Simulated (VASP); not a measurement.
Ir: single point with PBE

Ir:

```xyz
2
Lattice="4.2662 0.0000 0.0000 -2.1331 3.6947 0.0000 0.0000 0.0000 2.5751" Properties=species:S:1:pos:R:3 pbc="T T T"
Ir    0.0000    2.4631    1.2875
Ir    2.1331    1.2316    1.2875
```

```yaml
Program: VASP 6.6.1
Task: single point
Functional: PBE
Potentials_or_basis: VASP PAW PBE potentials, release 64 (Ir)
Cutoff: 520 eV
k_mesh: 6 × 6 × 6
Occupations: gaussian, width 0.1 eV
Spin: no spin polarisation
Dipole_correction: no
Further_INCAR_settings: ALGO = Fast; EDIFF = 1e-07; NBANDS = 16
```

The pressure is -0.1 GPa and the band gap on the k mesh is zero (band 9 reaches 6.27 eV, above the bottom of band 10 at 4.21 eV).

Levels at points of the mesh, in eV from the Fermi level:
```
           k point  band 6  band 7  band 8  band 9  band 10  band 11  band 12  band 13
(0.00, 0.00, 0.00)   -3.07   -3.07   -1.10   -1.10     1.02     1.02     6.43     6.43
(0.50, 0.00, 0.00)   -2.42   -1.33   -0.76    0.13     0.47     1.32     1.72     2.35
(0.00, 0.00, 0.50)   -2.12   -2.12   -1.94   -1.94    -0.08     3.33     5.66    10.41
(0.50, 0.00, 0.50)   -3.35   -1.36    0.30    0.71     2.10     4.03     5.85     6.72
```

Run time: 7.9 s on 1 thread of Intel(R) Xeon(R) 6975P-C (Granite Rapids), with other jobs on the host, peak memory 0.15 GiB.

Caveat: the k points lie up to 0.41 Å⁻¹ apart; spin-orbit coupling is left out, which moves the levels of the heavy elements.
